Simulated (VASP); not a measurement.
# Cr (P6/mmm) in VASP: further runs

Cr is run at these levels: PBE; tasks: single point.

Everything below comes from runs of VASP 6.6.1. Logs are shortened: lines on timing, memory, paths and dates and some standing lists are left out, and cuts for length are marked.

### 1 The cell of the first run

Symmetry: P6/mmm, No. 191, hexagonal system. Conventional cell: a = 4.397 Å, b = 4.397 Å, c = 2.379 Å, α = 90.00°, β = 90.00°, γ = 120.00°. Cr (site symmetry 6/mmm) has 14 Cr at 2.38 to 2.80 Å within 3.1 Å. Within 3.1 Å of Cr (site symmetry -6m2) lie 11 Cr at 2.38 to 2.80 Å.

This isn't the form of Cr at room conditions, which is bcc.

### 2 Single point, PBE (13.27 Å³/atom)

INCAR

```
SYSTEM = Cr
PREC = Accurate
ENCUT = 520
EDIFF = 1E-6
ISMEAR = -1
SIGMA = 0.1
LREAL = .FALSE.
LASPH = .TRUE.
NELM = 80
ALGO = Normal
ISIF = 2
LWAVE = .FALSE.
LCHARG = .TRUE.
GGA = PE
LELF = .TRUE.
LVHAR = .TRUE.
NBANDS = 25
```

KPOINTS

```
regular mesh
0
G
  10 10 15
  0 0 0
```

POSCAR

```
Cr
1.0
    4.3967075563      0.0000000000      0.0000000000
   -2.1983537782      3.8076604368      0.0000000000
    0.0000000000      0.0000000000      2.3786056623
Cr
3
Direct
    1.0000000000      0.0000000000      0.0000000000
    0.3333333333      0.6666666667      0.5000000000
    0.6666666667      0.3333333333      0.5000000000
```

Potentials or basis: VASP PAW PBE potentials, release 64 (Cr_pv).

Command:

```
$ cat potpaw_PBE.64/Cr_pv/POTCAR > POTCAR
$ mpirun -np 1 vasp_std > vasp.out
```

OUTCAR:

```text
SYSTEM = Cr
   PREC = Accurate
   ENCUT = 520
   EDIFF = 1E-6
   ISMEAR = -1
   LREAL = .FALSE.
   LASPH = .TRUE.
   NELM = 80
   ISIF = 2
   GGA = PE

 ion  position               nearest neighbor table
   1  0.000  0.000  0.000-   2 2.80   3 2.80   2 2.80   3 2.80   3 2.80   3 2.80   2 2.80   2 2.80
                             3 2.80   3 2.80   2 2.80   2 2.80
   2  0.333  0.667  0.500-   3 2.54   3 2.54   3 2.54   1 2.80   1 2.80   1 2.80   1 2.80   1 2.80
                             1 2.80
   3  0.667  0.333  0.500-   2 2.54   2 2.54   2 2.54   1 2.80   1 2.80   1 2.80   1 2.80   1 2.80
                             1 2.80

  LATTYP: Found a hexagonal cell.
 ALAT       =     4.3967075563
 C/A-ratio  =     0.5409970147

  Lattice vectors:

 A1 = (   4.3967075563,   0.0000000000,   0.0000000000)
 A2 = (  -2.1983537782,   3.8076604368,   0.0000000000)
 A3 = (   0.0000000000,   0.0000000000,   2.3786056623)

Analysis of symmetry for initial positions (statically):
=====================================================================
 Subroutine PRICEL returns:
 Original cell was already a primitive cell.

 Routine SETGRP: Setting up the symmetry group for a
 hexagonal supercell.

 Subroutine GETGRP returns: Found 24 space group operations
 (whereof 24 operations were pure point group operations)
 out of a pool of 24 trial point group operations.

The static configuration has the point symmetry D_6h.

Analysis of symmetry for dynamics (positions and initial velocities):
=====================================================================
 Subroutine PRICEL returns:
 Original cell was already a primitive cell.

 Routine SETGRP: Setting up the symmetry group for a
 hexagonal supercell.

 Subroutine GETGRP returns: Found 24 space group operations
 (whereof 24 operations were pure point group operations)
 out of a pool of 24 trial point group operations.

The dynamic configuration has the point symmetry D_6h.

 Subroutine INISYM returns: Found 24 space group operations
 (whereof 24 operations are pure point group operations),
 and found     1 'primitive' translations

----------------------------------------------------------------------------------------

                                     Primitive cell

  volume of cell :      39.8206

  direct lattice vectors                    reciprocal lattice vectors
[... 87 lines left out ...]
   ENCUT  =  520.0 eV  38.22 Ry    6.18 a.u.   8.17  8.17  4.42*2*pi/ulx,y,z
   NELM   =     80;   NELMIN=  2; NELMDL= -5     # of ELM steps
   EDIFF  = 0.1E-05   stopping-criterion for ELM
   LREAL  =      F    real-space projection
   EDIFFG = 0.1E-04   stopping-criterion for IOM
   NSW    =      0    number of steps for IOM
   IBRION =     -1    ionic relax: 0-MD 1-quasi-New 2-CG
   NFREE  =      0    steps in history (QN), initial steepest desc. (CG)
   ISIF   =      2    stress and relaxation
   ISYM   =      2    0-nonsym 1-usesym 2-fastsym
   POTIM  = 0.5000    time-step for ionic-motion
   TEBEG  =    0.0;   TEEND  =   0.0 temperature during run
   PSTRESS=    0.0 pullay stress
   NELECT =      36.0000    total number of electrons
   NUPDOWN=      -1.0000    fix difference up-down
   EMIN   =  10.00;   EMAX   =-10.00  energy-range for DOS
   EFERMI =   0.00;   METHOD = LEGACY
   ISMEAR =    -1;   SIGMA  =   0.10  broadening in eV -4-tet -1-fermi 0-gaus
   EFERMI_NEDOS =   21; number of points for ismear=-14 and -15
   IALGO  =     38    algorithm
   IMIX   =      4    mixing-type and parameters
     AMIX     =   0.40;   BMIX     =  1.00
     AMIX_MAG =   1.60;   BMIX_MAG =  1.00
  volume/ion in A,a.u.               =      13.27        89.57
  Fermi-wavevector in a.u.,A,eV,Ry     =   1.582971  2.991381 34.093434  2.505797
  Thomas-Fermi vector in A             =   2.682813
   LORBIT       =      0    0 simple, 1 ext, 2 COOP (PROOUT), +10 PAW based schemes
   GGA     = PE    functional components
   LHFCALC =     F    Hartree Fock is set to
   AEXX    =    0.0000 exact exchange contribution
   IVDW    =     0    specifies the selected vdW correction
   LEPSILON=     F    determine dielectric tensor
   LRPA    =     F    only Hartree local field effects (RPA)
 non-spin polarized calculation
  energy-cutoff  :      520.00
  volume of cell :       39.82
 maximum number of plane-waves:      1092
 NGX is ok and might be reduce to    36
   NGX = 17   NGY = 17   NGZ =  9

 number of electron      36.0000023 magnetization

 Free energy of the ion-electron system (eV)
  ---------------------------------------------------
  ext. energy  EPLUGINS =         0.00000000
  ---------------------------------------------------
  free energy    TOTEN  =       -27.28709680 eV

  energy without entropy =      -27.11259856  energy(sigma->0) =      -27.19984768

 E-fermi :   9.0556     XC(G=0): -12.8559

 val. band max:        9.0487290906   @ k =   0.2000   0.0000   0.4667
 cond. band min:       9.0576715607   @ k =   0.4000   0.1000   0.4667
 fundamental gap:      0.0089424701
 Fermi energy:         9.0556132968

 k-point     1 :       0.0000    0.0000    0.0000
  band No.  band energies     occupation
      1     -34.0424      2.00000
      2     -34.0424      2.00000
      3     -34.0421      2.00000
      4     -34.0421      2.00000
      5     -33.6616      2.00000
      6     -33.6616      2.00000
[... 661 lines left out ...]
     24      10.9605      0.00000
     25      11.0363      0.00000

 [... further k-points ...]

------------------------ aborting loop because EDIFF is reached ----------------------------------------

  FORCE on cell =-STRESS in cart. coord.  units (eV):
  Direction    XX          YY          ZZ          XY          YZ          ZX
  --------------------------------------------------------------------------------------
  -------------------------------------------------------------------------------------
  Total       -5.1710910     -5.1710910     -5.4685959      0.0000000      0.0000000      0.0000000
  in kB     -208.0580501   -208.0580501   -220.0281133      0.0000000      0.0000000      0.0000000
  external PRESSURE =    -212.0480712 kB  Pullay stress =       0.0000000 kB

 VOLUME and BASIS-vectors are now :
 -----------------------------------------------------------------------------
  energy-cutoff  :      520.00
  volume of cell :       39.82
      direct lattice vectors                 reciprocal lattice vectors
     4.396707556  0.000000000  0.000000000     0.227442919  0.131314230  0.000000000
    -2.198353778  3.807660437  0.000000000     0.000000000  0.262628461  0.000000000
     0.000000000  0.000000000  2.378605662     0.000000000  0.000000000  0.420414370

 POSITION                                       TOTAL-FORCE (eV/Angst)
 -----------------------------------------------------------------------------------
      0.00000      0.00000      0.00000        -0.000000      0.000000     -0.000000
     -0.00000      2.53844      1.18930        -0.000000      0.000000      0.000000
      2.19835      1.26922      1.18930         0.000000      0.000000     -0.000000
 -----------------------------------------------------------------------------------
    total drift:                                0.000000      0.000000     -0.000000

  FREE ENERGIE OF THE ION-ELECTRON SYSTEM (eV)
  ---------------------------------------------------
  free  energy   TOTEN  =       -27.2870967999 eV

  energy  without entropy=      -27.1125985591  energy(sigma->0) =      -27.19984768
```

OSZICAR:

```text
N       E                     dE             d eps       ncg     rms          rms(c)
DAV:   1     0.414842006279E+03    0.41484E+03   -0.20738E+04  5624   0.174E+03
DAV:   2    -0.129414061390E+02   -0.42778E+03   -0.41825E+03  5646   0.518E+02
DAV:   3    -0.316620835864E+02   -0.18721E+02   -0.18015E+02  6628   0.123E+02
DAV:   4    -0.321367518845E+02   -0.47467E+00   -0.46990E+00  6364   0.187E+01
DAV:   5    -0.321508599405E+02   -0.14108E-01   -0.14090E-01  7261   0.313E+00    0.189E+01
DAV:   6    -0.273983395373E+02    0.47525E+01   -0.33582E+01  6027   0.522E+01    0.378E+00
DAV:   7    -0.280296711561E+02   -0.63133E+00   -0.40890E+00  7382   0.205E+01    0.101E+01
DAV:   8    -0.273072242556E+02    0.72245E+00   -0.28245E+00  7198   0.114E+01    0.169E+00
DAV:   9    -0.272888337101E+02    0.18391E-01   -0.58404E-02  6246   0.225E+00    0.548E-01
DAV:  10    -0.272871071299E+02    0.17266E-02   -0.92752E-03  7519   0.106E+00    0.120E-01
DAV:  11    -0.272871191550E+02   -0.12025E-04   -0.54711E-04  6637   0.267E-01    0.588E-02
DAV:  12    -0.272871025055E+02    0.16650E-04   -0.14995E-04  6818   0.125E-01    0.224E-02
DAV:  13    -0.272870977754E+02    0.47300E-05   -0.19472E-05  6700   0.445E-02    0.653E-03
DAV:  14    -0.272870967310E+02    0.10445E-05   -0.30838E-06  4889   0.154E-02    0.227E-03
DAV:  15    -0.272870967999E+02   -0.68932E-07   -0.69957E-07  2893   0.854E-03
   1 F= -.27287097E+02 E0= -.27199848E+02  d E =-.174498E+00
```

stdout:

```text
POSCAR found type information on POSCAR Cr
 POSCAR found :  1 types and       3 ions
 scaLAPACK will be used
 LDA part: xc-table for (Slater+PW92), standard interpolation
 POSCAR, INCAR and KPOINTS ok, starting setup
 FFT: planning ... GRIDC
 FFT: planning ... GRID_SOFT
 FFT: planning ... GRID
 WAVECAR not read
 entering main loop
```

Wall time 2.9 min (1 thread of Intel Xeon 8259CL, shared host); peak memory 0.22 GiB.

Results:

```yaml
Free_energy: -27.2871 eV
Pressure: -21.2 GPa
Band_gap_on_the_k_mesh: zero (bands 18 and 19 overlap by 0.53 eV)
```

Caveat: the cell stands under tension; the run has no spin polarisation, though such a crystal can be magnetic.

### 3 Single point, PBE

This run uses another cell than the first one, of 11.85 Å³/atom.

INCAR

```
SYSTEM = Cr
  ALGO = Normal
  EDIFF = 1E-7
  ENCUT = 520
  GGA = PE
  ISIF = 2
  ISMEAR = -1
  LASPH = .True.
  LCHARG = .True.
  LELF = .True.
  LREAL = .False.
  LVHAR = .True.
  LWAVE = .False.
  NBANDS = 25
  NELM = 60
  PREC = Accurate
  SIGMA = 0.1
```

KPOINTS

```
k-points
0
Gamma
  11 11 18
  0 0 0
```

POSCAR

```
Cr
1.0
    4.2337145407      0.0000000000      0.0000000000
   -2.1168572704      3.6665043446      0.0000000000
    0.0000000000      0.0000000000      2.2904269274
Cr
3
Direct
    1.0000000000      0.0000000000      0.0000000000
    0.3333333333      0.6666666667      0.5000000000
    0.6666666667      0.3333333333      0.5000000000
```

Potentials or basis: VASP PAW PBE potentials, release 64 (Cr_pv).

Command:

```
$ cat potpaw_PBE.64/Cr_pv/POTCAR > POTCAR
$ mpirun -np 1 vasp_std > vasp.out
```

Wall time 2.8 min (1 thread of Intel Xeon 8259CL, shared host); peak memory 0.23 GiB.

The run converged. Its results:

| Item | Value |
| --- | --- |
| Free energy | -27.5994 eV |
| Pressure | -0.3 GPa |
| Band gap on the k mesh | zero (bands 18 and 19 overlap by 0.71 eV) |

Stress tensor (GPa, compression positive):
```
-0.36  0.00  0.00
 0.00 -0.36  0.00
 0.00  0.00 -0.05
```

Levels at points of the mesh, in eV from the Fermi level:
| k point | band 16 | band 17 | band 18 | band 19 | band 20 | band 21 |
| --- | --- | --- | --- | --- | --- | --- |
| (0.00, 0.00, 0.00) | -2.07 | -1.81 | -0.33 | -0.33 | 1.31 | 1.31 |
| (0.00, 0.00, 0.50) | -0.89 | -0.89 | 0.07 | 0.07 | 1.54 | 1.54 |

Caveat: the run has no spin polarisation, though such a crystal can be magnetic. Spin polarisation is off, so any magnetic state and its effect on volume and gap are missing.
